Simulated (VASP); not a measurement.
# CoSi2 (Fm-3m) in VASP: a series of runs

Runs on CoSi2. Level: PBE. Tasks: single point.

Program: VASP 6.6.1. These are calculated values, not measurements. Logs are shortened: lines on timing, memory, paths and dates and some standing lists are left out, and cuts for length are marked.

## (1) The cell of the first run

The structure is cubic, space group Fm-3m (No. 225). The conventional cell has a = 5.426 Å, b = 5.426 Å, c = 5.426 Å, α = 90.00°, β = 90.00°, γ = 90.00°. Co (site symmetry m-3m) has 8 Si at 2.35 Å within 3.1 Å. Within 3.1 Å of Si (site symmetry -43m) lie 4 Co at 2.35 Å and 6 Si at 2.71 Å.

## (2) Single point, PBE, collinear spin, ferromagnetic start

File INCAR:

```
PREC = Accurate
ENCUT = 520
EDIFF = 1E-6
ISMEAR = -1
SIGMA = 0.1
LREAL = False
LASPH = True
NELM = 150
ALGO = Normal
ISIF = 2
LWAVE = False
LCHARG = False
ISPIN = 2
MAGMOM = 1.8 0 0
LORBIT = 11
LMAXMIX = 4
GGA = PE
NBANDS = 20
```

File KPOINTS:

```
Automatic mesh
0
Gamma
  9 9 9
```

File POSCAR:

```
CoSi2
1.0
    0.0000000000      2.7132408834      2.7132408834
    2.7132408834      0.0000000000      2.7132408834
    2.7132408834      2.7132408834      0.0000000000
Co Si
1 2
Direct
    0.0000000000      0.0000000000      0.0000000000
    0.2500000000      0.2500000000      0.2500000000
    0.7500000000      0.7500000000      0.7500000000
```

Potentials or basis: VASP PAW PBE potentials, release 64 (Co, Si).

On the command line:

```sh
cat potpaw_PBE.64/Co/POTCAR potpaw_PBE.64/Si/POTCAR > POTCAR
mpirun -np 1 vasp_std > vasp.out
```

OUTCAR:

```text
PREC = Accurate
   ENCUT = 520
   EDIFF = 1E-6
   ISMEAR = -1
   LREAL = False
   LASPH = True
   NELM = 150
   ISIF = 2
   ISPIN = 2
   LORBIT = 11
   GGA = PE

 ion  position               nearest neighbor table
   1  0.000  0.000  0.000-   3 2.35   3 2.35   3 2.35   2 2.35   3 2.35   2 2.35   2 2.35   2 2.35

   2  0.250  0.250  0.250-   1 2.35   1 2.35   1 2.35   1 2.35   3 2.71   3 2.71   3 2.71   3 2.71
                             3 2.71   3 2.71
   3  0.750  0.750  0.750-   1 2.35   1 2.35   1 2.35   1 2.35   2 2.71   2 2.71   2 2.71   2 2.71
                             2 2.71   2 2.71

  LATTYP: Found a face centered cubic cell.
 ALAT       =     5.4264817668

  Lattice vectors:

 A1 = (   0.0000000000,   2.7132408834,   2.7132408834)
 A2 = (   2.7132408834,   0.0000000000,   2.7132408834)
 A3 = (   2.7132408834,   2.7132408834,   0.0000000000)

Analysis of symmetry for initial positions (statically):
=====================================================================
 Subroutine PRICEL returns:
 Original cell was already a primitive cell.

 Routine SETGRP: Setting up the symmetry group for a
 face centered cubic supercell.

 Subroutine GETGRP returns: Found 48 space group operations
 (whereof 48 operations were pure point group operations)
 out of a pool of 48 trial point group operations.

The static configuration has the point symmetry O_h .

Analysis of symmetry for dynamics (positions and initial velocities):
=====================================================================
 Subroutine PRICEL returns:
 Original cell was already a primitive cell.

 Routine SETGRP: Setting up the symmetry group for a
 face centered cubic supercell.

 Subroutine GETGRP returns: Found 48 space group operations
 (whereof 48 operations were pure point group operations)
 out of a pool of 48 trial point group operations.

The dynamic configuration has the point symmetry O_h .

Analysis of structural, dynamic, and magnetic symmetry:
=====================================================================
 Subroutine PRICEL returns:
 Original cell was already a primitive cell.

 Routine SETGRP: Setting up the symmetry group for a
 face centered cubic supercell.

 Subroutine GETGRP returns: Found 48 space group operations
 (whereof 48 operations were pure point group operations)
 out of a pool of 48 trial point group operations.

The overall configuration has the point symmetry O_h .

 Subroutine INISYM returns: Found 48 space group operations
 (whereof 48 operations are pure point group operations),
 and found     1 'primitive' translations

----------------------------------------------------------------------------------------

                                     Primitive cell

  volume of cell :      39.9480

  direct lattice vectors                    reciprocal lattice vectors
     0.000000000  2.713240883  2.713240883    -0.184281463  0.184281463  0.184281463
     2.713240883  0.000000000  2.713240883     0.184281463 -0.184281463  0.184281463
     2.713240883  2.713240883  0.000000000     0.184281463  0.184281463 -0.184281463

  length of vectors
     3.837102055  3.837102055  3.837102055     0.319184857  0.319184857  0.319184857

  position of ions in fractional coordinates (direct lattice)
     0.000000000  0.000000000  0.000000000
     0.250000000  0.250000000  0.250000000
     0.750000000  0.750000000  0.750000000

  ion indices of the primitive-cell ions
   primitive index   ion index
                 1           1
                 2           2
                 3           3

----------------------------------------------------------------------------------------

 KPOINTS: Automatic mesh

Automatic generation of k-mesh.
 Grid dimensions read from file:
 generate k-points for:    9    9    9

 Generating k-lattice:

  Cartesian coordinates                     Fractional coordinates (reciprocal lattice)
    -0.020475718  0.020475718  0.020475718     0.111111111  0.000000000  0.000000000
     0.020475718 -0.020475718  0.020475718     0.000000000  0.111111111  0.000000000
     0.020475718  0.020475718 -0.020475718     0.000000000  0.000000000  0.111111111

  Length of vectors
     0.035464984  0.035464984  0.035464984

  Shift w.r.t. Gamma in fractional coordinates (k-lattice)
     0.000000000  0.000000000  0.000000000

 Subroutine IBZKPT returns following result:
 ===========================================

 Found     35 irreducible k-points:

 Following reciprocal coordinates:
            Coordinates               Weight
  0.000000  0.000000  0.000000      1.000000
  0.111111  0.000000  0.000000      8.000000
  0.222222  0.000000  0.000000      8.000000
  0.333333  0.000000  0.000000      8.000000
  0.444444  0.000000  0.000000      8.000000
  0.111111  0.111111  0.000000      6.000000
[... 16 lines left out ...]
 -0.333333  0.333333  0.000000     12.000000
  0.444444  0.444444  0.000000      6.000000
 [... further k-points ...]
   k-points           NKPTS =     35   k-points in BZ     NKDIM =     35   number of bands    NBANDS=     20
   number of dos      NEDOS =    301   number of ions     NIONS =      3
   total plane-waves  NPLWV =  27000
   dimension x,y,z NGX =    30 NGY =   30 NGZ =   30
   dimension x,y,z NGXF=    60 NGYF=   60 NGZF=   60
   ions per type =               1   2
   NGX,Y,Z   is equivalent  to a cutoff of  13.00, 13.00, 13.00 a.u.
   NGXF,Y,Z  is equivalent  to a cutoff of  26.00, 26.00, 26.00 a.u.
 SYSTEM =  unknown system
   PREC   = accura    normal or accurate (medium, high low for compatibility)
   ISTART =      0    job   : 0-new  1-cont  2-samecut
   ICHARG =      2    charge: 1-file 2-atom 10-const
   ISPIN  =      2    spin polarized calculation?
   LNONCOLLINEAR =      F non collinear calculations
   LSORBIT =      F    spin-orbit coupling
   LASPH  =      T    aspherical Exc in radial PAW
   ENCUT  =  520.0 eV  38.22 Ry    6.18 a.u.   7.13  7.13  7.13*2*pi/ulx,y,z
   NELM   =    150;   NELMIN=  2; NELMDL= -5     # of ELM steps
   EDIFF  = 0.1E-05   stopping-criterion for ELM
   LREAL  =      F    real-space projection
   EDIFFG = 0.1E-04   stopping-criterion for IOM
   NSW    =      0    number of steps for IOM
   IBRION =     -1    ionic relax: 0-MD 1-quasi-New 2-CG
   NFREE  =      0    steps in history (QN), initial steepest desc. (CG)
   ISIF   =      2    stress and relaxation
   ISYM   =      2    0-nonsym 1-usesym 2-fastsym
   POTIM  = 0.5000    time-step for ionic-motion
   TEBEG  =    0.0;   TEEND  =   0.0 temperature during run
   PSTRESS=    0.0 pullay stress
   NELECT =      17.0000    total number of electrons
   NUPDOWN=      -1.0000    fix difference up-down
   EMIN   =  10.00;   EMAX   =-10.00  energy-range for DOS
   EFERMI =   0.00;   METHOD = LEGACY
   ISMEAR =    -1;   SIGMA  =   0.10  broadening in eV -4-tet -1-fermi 0-gaus
   EFERMI_NEDOS =   21; number of points for ismear=-14 and -15
   IALGO  =     38    algorithm
   IMIX   =      4    mixing-type and parameters
     AMIX     =   0.40;   BMIX     =  1.00
     AMIX_MAG =   1.60;   BMIX_MAG =  1.00
  volume/ion in A,a.u.               =      13.32        89.86
  Fermi-wavevector in a.u.,A,eV,Ry     =   1.231382  2.326974 20.630535  1.516302
  Thomas-Fermi vector in A             =   2.366194
   LORBIT       =     11    0 simple, 1 ext, 2 COOP (PROOUT), +10 PAW based schemes
   GGA     = PE    functional components
   LHFCALC =     F    Hartree Fock is set to
   AEXX    =    0.0000 exact exchange contribution
   IVDW    =     0    specifies the selected vdW correction
   LEPSILON=     F    determine dielectric tensor
   LRPA    =     F    only Hartree local field effects (RPA)
 spin polarized calculation
  energy-cutoff  :      520.00
  volume of cell :       39.95
 maximum number of plane-waves:      1089
 NGX is ok and might be reduce to    30
   NGX = 15   NGY = 15   NGZ = 15

 number of electron      17.0000003 magnetization      -0.0008875

 number of electron      17.0000003 magnetization       0.0000644

 Free energy of the ion-electron system (eV)
  ---------------------------------------------------
  ext. energy  EPLUGINS =         0.00000000
  ---------------------------------------------------
  free energy    TOTEN  =       -19.28081196 eV

  energy without entropy =      -19.24189289  energy(sigma->0) =      -19.26135243

 E-fermi :   9.5716     XC(G=0): -11.5671

 val. band max:        9.5140509744   @ k =  -0.2222   0.1111   0.0000
 cond. band min:       9.5769179816   @ k =   0.3333   0.1111   0.0000
 fundamental gap:      0.0628670072
 Fermi energy:         9.5716417270

 spin component 1

 k-point     1 :       0.0000    0.0000    0.0000
  band No.  band energies     occupation
      1      -3.2516      1.00000
      2       5.6681      1.00000
      3       5.6681      1.00000
      4       5.6681      1.00000
      5       7.7906      1.00000
      6       7.7906      1.00000
[... 12 lines left out ...]
     19      19.9532      0.00000
[... 513 lines left out ...]
      4       5.9973      1.00000
      5       5.9973      1.00000
      6       7.8173      1.00000
[... 12 lines left out ...]
     19      24.3247      0.00000
     20      24.3247      0.00000

 [... further k-points ...]

 spin component 2

 k-point     1 :       0.0000    0.0000    0.0000
  band No.  band energies     occupation
      1      -3.2516      1.00000
      2       5.6680      1.00000
      3       5.6680      1.00000
      4       5.6680      1.00000
      5       7.7906      1.00000
      6       7.7906      1.00000
[... 12 lines left out ...]
     19      19.9537      0.00000
[... 513 lines left out ...]
      4       5.9973      1.00000
      5       5.9973      1.00000
      6       7.8172      1.00000
[... 12 lines left out ...]
     19      24.3247      0.00000
     20      24.3247      0.00000

 [... further k-points ...]

------------------------ aborting loop because EDIFF is reached ----------------------------------------

  FORCE on cell =-STRESS in cart. coord.  units (eV):
  Direction    XX          YY          ZZ          XY          YZ          ZX
  --------------------------------------------------------------------------------------
  -------------------------------------------------------------------------------------
  Total       -1.5062445     -1.5062445     -1.5062445      0.0000000      0.0000000     -0.0000000
  in kB      -60.4103005    -60.4103005    -60.4103005      0.0000000      0.0000000     -0.0000000
  external PRESSURE =     -60.4103005 kB  Pullay stress =       0.0000000 kB

 VOLUME and BASIS-vectors are now :
 -----------------------------------------------------------------------------
  energy-cutoff  :      520.00
  volume of cell :       39.95
      direct lattice vectors                 reciprocal lattice vectors
     0.000000000  2.713240883  2.713240883    -0.184281463  0.184281463  0.184281463
     2.713240883  0.000000000  2.713240883     0.184281463 -0.184281463  0.184281463
     2.713240883  2.713240883  0.000000000     0.184281463  0.184281463 -0.184281463

 POSITION                                       TOTAL-FORCE (eV/Angst)
 -----------------------------------------------------------------------------------
      0.00000      0.00000      0.00000        -0.000000      0.000000     -0.000000
      1.35662      1.35662      1.35662         0.000000      0.000000      0.000000
      4.06986      4.06986      4.06986        -0.000000     -0.000000     -0.000000
 -----------------------------------------------------------------------------------
    total drift:                                0.000000     -0.000000     -0.000000

  FREE ENERGIE OF THE ION-ELECTRON SYSTEM (eV)
  ---------------------------------------------------
  free  energy   TOTEN  =       -19.2808119606 eV

  energy  without entropy=      -19.2418928948  energy(sigma->0) =      -19.26135243

 total charge

# of ion       s       p       d       tot
------------------------------------------
    1        0.520   0.674   7.556   8.750
    2        0.719   0.848   0.000   1.567
    3        0.719   0.848   0.000   1.567
--------------------------------------------------
tot          1.958   2.369   7.556  11.884

 magnetization (x)

# of ion       s       p       d       tot
------------------------------------------
    1        0.000  -0.000  -0.000  -0.000
    2       -0.000  -0.000   0.000  -0.000
    3       -0.000  -0.000   0.000  -0.000
--------------------------------------------------
tot         -0.000  -0.000  -0.000  -0.000
```

Wall time 38 s (1 thread of AMD EPYC 9R45 (Zen 5), shared host); peak memory 0.18 GiB.

Results:

```yaml
Free_energy: -19.2808 eV
Pressure: -6.0 GPa
Net_moment: 0.00 μB per cell
Valence_electrons_inside_the_program's_atomic_spheres: Co 8.75; Si 1.57
```

Caveat: the starting moments collapsed, and a magnetic state may lie lower.

## (3) Single point, PBE, collinear spin, ferromagnetic start

This run uses another cell than the first one, of 13.83 Å³/atom, 1.038 times its volume.

File INCAR:

```
PREC = Accurate
ENCUT = 520
EDIFF = 1E-6
ISMEAR = -1
SIGMA = 0.1
LREAL = F
LASPH = T
NELM = 150
ALGO = Normal
ISIF = 2
LWAVE = F
LCHARG = F
ISPIN = 2
MAGMOM = 1.8 0 0
LORBIT = 11
LMAXMIX = 4
GGA = PE
NBANDS = 20
```

KPOINTS is that of step 2.

File POSCAR:

```
CoSi2
1.0
    0.0000000000      2.7475893511      2.7475893511
    2.7475893511      0.0000000000      2.7475893511
    2.7475893511      2.7475893511      0.0000000000
Co Si
1 2
Direct
    0.0000000000      0.0000000000      0.0000000000
    0.2500000000      0.2500000000      0.2500000000
    0.7500000000      0.7500000000      0.7500000000
```

Potentials or basis: VASP PAW PBE potentials, release 64 (Co, Si).

On the command line:

```sh
cat potpaw_PBE.64/Co/POTCAR potpaw_PBE.64/Si/POTCAR > POTCAR
mpirun -np 1 vasp_std > vasp.out
```

Wall time 39 s (1 thread of AMD EPYC 9R45 (Zen 5), shared host); peak memory 0.18 GiB.

It converged, with:

```
Free energy                                           : -19.1974 eV
Pressure                                              : -11.0 GPa
Net moment                                            : 0.00 μB per cell
Valence electrons inside the program's atomic spheres : Co 8.65; Si 1.55
```

Levels at points of the mesh, in eV from the Fermi level:
Spin up:
```
           k point  band 5  band 6  band 7  band 8  band 9  band 10  band 11  band 12  band 13  band 14
(0.00, 0.00, 0.00)   -1.67   -1.67    0.03    3.12    3.12     3.12     3.42     3.42     3.42     5.36
```
Spin down:
```tsv
k point	band 6	band 7	band 8	band 9	band 10	band 11	band 12	band 13
(0.00, 0.00, 0.00)	-1.67	0.03	3.12	3.12	3.12	3.42	3.42	3.42
```

Caveat: the starting moments collapsed, and a magnetic state may lie lower.

## (4) Single point, PBE, collinear spin, ferromagnetic start

This run uses another cell than the first one, of 14.34 Å³/atom, 1.077 times its volume.

File INCAR:

```
SYSTEM = CoSi2
  ALGO = Normal
  EDIFF = 1E-7
  ENCUT = 520
  GGA = PE
  ISIF = 2
  ISMEAR = -1
  ISPIN = 2
  LASPH = .True.
  LCHARG = .False.
  LMAXMIX = 4
  LORBIT = 11
  LREAL = .False.
  LWAVE = .False.
  MAGMOM = 1.8 0 0
  NBANDS = 20
  NELM = 150
  PREC = Accurate
  SIGMA = 0.1
```

File KPOINTS:

```
k-points
0
Gamma
  9 9 9
  0 0 0
```

File POSCAR:

```
CoSi2
1.0
    0.0000000000      2.7810998410      2.7810998410
    2.7810998410      0.0000000000      2.7810998410
    2.7810998410      2.7810998410      0.0000000000
Co Si
1 2
Direct
    0.0000000000      0.0000000000      0.0000000000
    0.2500000000      0.2500000000      0.2500000000
    0.7500000000      0.7500000000      0.7500000000
```

On the command line:

```sh
cat potpaw_PBE.64/Co/POTCAR potpaw_PBE.64/Si/POTCAR > POTCAR
mpirun -np 1 vasp_std > vasp.out
```

Wall time 46 s (1 thread of AMD EPYC 9R45 (Zen 5), shared host); peak memory 0.18 GiB.

It converged, with:

```
Free energy                                           : -19.0718 eV
Pressure                                              : -14.9 GPa
Net moment                                            : 0.00 μB per cell
Valence electrons inside the program's atomic spheres : Co 8.57; Si 1.53
```

Levels at points of the mesh, in eV from the Fermi level:
Spin up:
```csv
k point,band 7,band 8,band 9,band 10,band 11,band 12
"(0.00, 0.00, 0.00)",-0.27,2.99,2.99,2.99,3.40,3.40
```
Spin down:
```csv
k point,band 7,band 8,band 9,band 10,band 11,band 12
"(0.00, 0.00, 0.00)",-0.27,2.99,2.99,2.99,3.40,3.40
```

Caveat: the starting moments collapsed, and a magnetic state may lie lower.
